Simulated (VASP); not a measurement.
W5C:

```xyz
6
Lattice="2.9200 0.0000 0.0000 -1.4600 2.5288 0.0000 0.0000 0.0000 12.5000" Properties=species:S:1:pos:R:3 pbc="T T T"
W     0.0000    0.0000    1.4250
W     0.0000    0.0000   11.0750
W     0.0000    1.6859    8.6625
W     0.0000    1.6859    3.8375
W     1.4600    0.8429    6.2500
C     0.0000    1.6859    0.0000
```

* Program: VASP 6.6.1
* Task: relaxation of cell and atoms
* Functional: PBE
* Potentials or basis: VASP PAW PBE potentials, release 64 (W_sv, C)
* Cutoff: 600 eV
* k mesh: 6 × 6 × 2
* Occupations: gaussian, width 0.2 eV
* Spin: no spin polarisation

At the start: pressure -13.5 GPa; volume 15.38 Å³/atom.

**Question.** How do energy, volume and symmetry change on relaxing?

**Answer.** Over 11 steps the energy falls by 48.6 meV/atom and the volume is 14.67 Å³/atom (-4.6 %); space group P-6m2 (No. 187, to 0.05 Å).

The path:
| step | energy change (eV) | largest force (eV/Å) | pressure (GPa) | volume (Å³) |
| --- | --- | --- | --- | --- |
| 1 | 0.0000 | 0.2048 | -13.54 | 92.30 |
| 2 | 1.8572 | 1.5356 | 62.51 | 75.91 |
| 3 | -0.2541 | 0.1267 | 0.44 | 87.79 |
| 4 | -0.2554 | 0.1230 | 1.39 | 87.53 |
| 5 | -0.2555 | 0.1304 | 1.73 | 87.43 |
| 6 | -0.2710 | 0.4401 | 0.17 | 87.94 |
| 7 | -0.2891 | 0.2253 | 0.74 | 87.74 |
| 8 | -0.2899 | 0.0558 | -1.38 | 88.43 |
| 9 | -0.2911 | 0.1176 | -0.46 | 88.13 |
| 10 | -0.2914 | 0.0958 | 0.39 | 87.95 |
| 11 | -0.2917 | 0.0434 | 0.05 | 88.02 |

Final structure:
```xyz
6
Lattice="2.8387 0.0000 0.0000 -1.4194 2.4584 0.0000 0.0000 0.0000 12.6130" Properties=species:S:1:pos:R:3 pbc="T T T"
W     0.0000    0.0000    1.4294
W     0.0000    0.0000   11.1836
W     0.0000    1.6389    8.7349
W     0.0000    1.6389    3.8781
W     1.4194    0.8195    6.3065
C     0.0000    1.6389    0.0000
```

Caveat: the k points lie up to 0.43 Å⁻¹ apart in the final cell; the relaxation stopped at a loose force limit of 0.08 eV/Å, so its end isn't a converged minimum.
